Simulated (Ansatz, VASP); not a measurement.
One calculation of BN, two programs

```
CELL_PARAMETERS angstrom
3.63276 -0.04830 -0.02852
0.04830 -3.65502 -0.06575
0.02852 -0.06575 -3.71214
ATOMIC_POSITIONS crystal
B 0.99479 0.00146 0.01049
B 0.50480 0.50149 0.98817
B 0.49728 0.00571 0.51354
B 0.99776 0.50230 0.50986
N 0.74878 0.74935 0.74367
N 0.24510 0.24973 0.73120
N 0.25692 0.74983 0.25203
N 0.75458 0.24013 0.25103
```

Change from the starting cell: all atoms moved at random (sigma 0.03 Å a component), cell strained at random (sigma 0.03).

Alike in both runs: task single point; functional r2SCAN; k mesh 6 × 6 × 6; occupations gaussian, width 0.05 eV; no spin polarisation.

```csv
,VASP,Ansatz
version,VASP 6.6.1,Ansatz 0.2.0
potentials or method,"VASP PAW PBE potentials, release 64 (B, N), cutoff 520 eV","scalar-relativistic, plane waves, PAW"
valence electrons in the cell,32,32
```

VASP gave:

- gap on the k mesh at the Fermi level (eV): 4.02
- least direct gap on the mesh (eV): 4.02
- pressure (GPa): -12.6
- traceless stress, the component that is largest in VASP (GPa): -13.43
- rms of the force components (eV/Å): 1.097

Question: Estimate Ansatz's values.

Answer: gap on the k mesh at the Fermi level (eV): 4.03; least direct gap on the mesh (eV): 4.03; pressure (GPa): -13.5; traceless stress, the component that is largest in VASP (GPa): -13.35; rms of the force components (eV/Å): 1.093.

VASP's potentials were made for PBE, not for r2SCAN. Atom by atom the forces differ by 0.009 eV/Å (rms over components).
